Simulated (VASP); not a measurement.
Set up this calculation in VASP 6.6.1, as the native input.

* Task: single point
* Functional: PBE
* Potentials or basis: VASP PAW PBE potentials, release 64 (W_sv, Cl, F)
* Cutoff: 520 eV
* k mesh: 4 × 4 × 2
* Occupations: gaussian, width 0.1 eV
* Spin: no spin polarisation
* Dipole correction: no
* Further INCAR settings: ALGO = Normal; EDIFF = 1e-06; NBANDS = 37

The structure of WCl4F2 lies in POSCAR:

```
WCl4F2
1.0
   -6.3576790793     -0.3112408433      0.2166583627
    2.9497330533     -5.9018931846     -0.1157213404
    3.0348634368      2.1388487052      5.7772711433
W Cl F
1 4 2
Direct
   -0.0000018976      0.0000028326     -0.0000060390
    0.5685804581      0.6940135083      0.8037160237
    0.8790870478      0.1955100681      0.7509203846
    0.1208397527      0.8045711724      0.2491808615
    0.4314366102      0.3059631585      0.1960556037
    0.0804959757      0.8591721781      0.8134007382
    0.9195620531      0.1407670819      0.1867324273
```

One way to write it, as run:

INCAR

```
PREC = Accurate
ENCUT = 520
EDIFF = 1E-6
ISMEAR = 0
SIGMA = 0.1
LREAL = F
LASPH = T
NELM = 100
ALGO = Normal
ISIF = 2
LWAVE = F
LCHARG = T
GGA = PE
LELF = T
LVHAR = T
NBANDS = 37
```

KPOINTS

```
regular mesh
0
Gamma
  4 4 2
```

Potentials or basis: VASP PAW PBE potentials, release 64 (W_sv, Cl, F).

Launch:

```bash
$ cat potpaw_PBE.64/W_sv/POTCAR potpaw_PBE.64/Cl/POTCAR potpaw_PBE.64/F/POTCAR > POTCAR
$ mpirun -np 1 vasp_std > vasp.out
```

Results of the run:

| Property | Result |
| --- | --- |
| Pressure | 0.2 GPa |
| Largest force | 0.349 eV/Å |
| Band gap on the k mesh | 1.83 eV, indirect (least direct gap 1.91 eV) |

Caveat: the k points lie up to 0.53 Å⁻¹ apart; spin-orbit coupling is left out, which moves the levels of the heavy elements.

Run time: 86 s on 1 thread of Intel(R) Xeon(R) 6975P-C (Granite Rapids) (shared host), peak memory 0.41 GiB.
